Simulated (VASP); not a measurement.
Set up this calculation in VASP 6.6.1, as the native input.

* Task: single point
* Functional: PBE
* Potentials or basis: VASP PAW PBE potentials, release 64 (Fe, O)
* Cutoff: 520 eV
* k mesh: 6 × 6 × 6
* Occupations: gaussian, width 0.1 eV
* Spin: collinear spin, ferromagnetic start
* Starting moments: [3.23, 3.23, 3.23, 3.23, 0.18, 0.18, 0.18, 0.18, 0.18, 0.18] μB
* Dipole correction: no
* Further INCAR settings: ALGO = Normal; EDIFF = 1e-07; NBANDS = 49

The structure of Fe2O3 lies in POSCAR:

```
Fe2O3
1.0
    2.3860623921      1.3775937644      4.4370134474
   -2.3860623921      1.3775937644      4.4370134474
    0.0000000000     -2.7551875287      4.4370134474
Fe O
4 6
Direct
    0.3454714557      0.3454714557      0.3454714557
    0.1545285443      0.1545285443      0.1545285443
    0.6545285443      0.6545285443      0.6545285443
    0.8454714557      0.8454714557      0.8454714557
    0.5631571003      0.9368428997      0.2500000000
    0.2500000000      0.5631571003      0.9368428997
    0.9368428997      0.2500000000      0.5631571003
    0.4368428997      0.0631571003      0.7500000000
    0.7500000000      0.4368428997      0.0631571003
    0.0631571003      0.7500000000      0.4368428997
```

One way to write it, as run:

INCAR

```
ALGO     = Normal         # electronic algorithm
EDIFF    = 1E-7           # SCF threshold, eV
ENCUT    = 520            # plane-wave cutoff, eV
GGA      = PE             # functional
ISIF     = 2              # what is computed and relaxed
ISMEAR   = 0              # smearing method
ISPIN    = 2              # spin polarisation
LASPH    = True           # aspherical terms in the spheres
LCHARG   = False          # write CHGCAR
LMAXMIX  = 4              # l up to which the mixer works
LORBIT   = 11             # projections on sites
LREAL    = False          # projectors in reciprocal space
LWAVE    = False          # write WAVECAR
MAGMOM   = 3.23 3.23 3.23 3.23 0.18 0.18 0.18 0.18 0.18 0.18 # initial moments
NBANDS   = 49             # bands
NELM     = 150            # most SCF steps
PREC     = Accurate       # precision mode
SIGMA    = 0.1            # smearing width, eV
```

KPOINTS

```
k-points
0
Gamma
  6 6 6
```

Potentials or basis: VASP PAW PBE potentials, release 64 (Fe, O).

Command:

```bash
$ cat potpaw_PBE.64/Fe/POTCAR potpaw_PBE.64/O/POTCAR > POTCAR
$ mpirun -np 1 vasp_std > vasp.out
```

Results of the run:

```
Pressure                                              : 1.6 GPa
Largest force                                         : 0.045 eV/Å
Band gap on the k mesh                                : zero (filled and empty bands overlap)
Net moment                                            : 4.00 μB per cell
Site moments                                          : Fe +0.94; O +0.03 μB
Valence electrons inside the program's atomic spheres : Fe 7.37; O 5.01
```

Caveat: semilocal functionals often make such compounds metallic where correlation or magnetic order opens a gap, which also shifts bond lengths; only a ferromagnetic start was run, and an antiferromagnetic order may lie lower in energy.

It took 7.8 min on 1 thread of Intel(R) Xeon(R) Platinum 8259CL CPU @ 2.50GHz (Skylake/Cascade Lake), on a shared host, peak memory 0.4 GiB.
